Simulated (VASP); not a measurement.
Input of a VASP 6.6.1 run:

INCAR

```
SYSTEM = AlGa2Sb3
PREC = Accurate
ENCUT = 600
EDIFF = 1E-7
ISMEAR = 0
SIGMA = 0.1
LREAL = .False.
LASPH = .True.
NELM = 60
ALGO = Normal
ISIF = 3
LWAVE = .False.
LCHARG = .False.
GGA = PE
IBRION = 2
NSW = 90
EDIFFG = -0.04
```

KPOINTS

```
regular mesh
0
Gamma
  6 6 6
  0 0 0
```

File POSCAR:

```
AlGa2Sb3
1.0
    3.0213674915      1.7443873345      5.1030307672
   -3.0213674915      1.7443873345      5.1030307672
    0.0000000000     -3.4887746691      5.1030307672
Al Ga Sb
1 2 3
Direct
    0.5000000000      0.5000000000      0.5000000000
    0.1379967206      0.1379967206      0.1379967206
    0.8620032794      0.8620032794      0.8620032794
    0.5000000000      0.5000000000      0.0000000000
    0.0000000000      0.5000000000      0.5000000000
    0.5000000000      0.0000000000      0.5000000000
```

Potentials or basis: VASP PAW PBE potentials, release 64 (Al, Ga_d, Sb).

The run is started by

```console
$ cat potpaw_PBE.64/Al/POTCAR potpaw_PBE.64/Ga_d/POTCAR potpaw_PBE.64/Sb/POTCAR > POTCAR
$ mpirun -np 1 vasp_std > vasp.out
```

Q: Estimate the relaxed volume.

A: 26.09 Å³/atom.

Q: Estimate the space group after relaxing (to 0.05 Å).

A: R-3m (No. 166).

The path:
```
step  energy change (eV)  largest force (eV/Å)  pressure (GPa)  volume (Å³)
   1              0.0000                0.0175            0.29       161.37
   2             -0.2310                0.0337           -0.44       162.34
   3             -0.3748                0.0121           -0.79       163.05
   4             -0.3904                0.0182           -0.75       163.10
   5             -0.3949                0.0476           -0.72       163.09
   6             -0.4016                0.1055           -0.67       162.99
   7             -0.4086                0.1604            0.33       158.99
   8             -0.4091                0.1485            0.11       159.83
   9             -0.4126                0.1422            0.11       159.63
  10             -0.4226                0.1225            0.13       159.02
  11             -0.4398                0.0834            0.20       157.80
  12             -0.4552                0.0658            0.55       155.32
  13             -0.4554                0.0010            0.42       156.04
  14             -0.4598                0.0212            0.25       156.56
  15             -0.4652                0.0952           -0.26       158.13
  16             -0.4685                0.1089           -0.19       157.78
  17             -0.4704                0.1318           -0.07       157.30
  18             -0.4722                0.1152           -0.01       157.10
  19             -0.4758                0.0674            0.17       156.48
  20             -0.4748                0.0232            0.60       155.24
  21             -0.4767                0.0301            0.34       155.97
  22             -0.4780                0.0191            0.19       156.56
```
